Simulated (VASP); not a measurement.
Input of a VASP 6.6.1 run:

Contents of INCAR:

```
SYSTEM = InSe
ALGO = Normal
EDIFF = 1E-6
ENCUT = 520
GGA = PS
ISIF = 2
ISMEAR = 0
LASPH = .True.
LCHARG = .False.
LREAL = .False.
LWAVE = .False.
NBANDS = 48
NELM = 80
PREC = Accurate
SIGMA = 0.02
```

KPOINTS

```
k-points
0
Gamma
  12 12 2
  0 0 0
```

POSCAR

```
InSe
1.0
    4.0196240389      0.0000000000      0.0000000000
   -2.0098120194      3.4810965314      0.0000000000
    0.0000000000      0.0000000000     17.3924188540
In Se
4 4
Direct
    0.3333333333      0.6666666667      0.1700427306
    0.6666666667      0.3333333333      0.6700427306
    0.3333333333      0.6666666667      0.3299572694
    0.6666666667      0.3333333333      0.8299572694
    0.3333333333      0.6666666667      0.5968559493
    0.6666666667      0.3333333333      0.0968559493
    0.3333333333      0.6666666667      0.9031440507
    0.6666666667      0.3333333333      0.4031440507
```

Potentials or basis: VASP PAW PBE potentials, release 64 (In_d, Se).

Launch:

```console
$ cat potpaw_PBE.64/In_d/POTCAR potpaw_PBE.64/Se/POTCAR > POTCAR
$ mpirun -np 1 vasp_std > vasp.out
```

(1) Estimate the band gap on the k mesh.

(2) Estimate the pressure.

(3) Estimate the largest force.

## Answers

(1) 0.51 eV, direct.

(2) -0.3 GPa.

(3) 0.026 eV/Å.

Caveat: the PAW data sets were made with another functional, which shifts forces and pressure a little; spin-orbit coupling is left out, which moves the levels of the heavy elements; this functional lacks dispersion, which binds the layers, so the pressure and a relaxed spacing across them are unreliable.
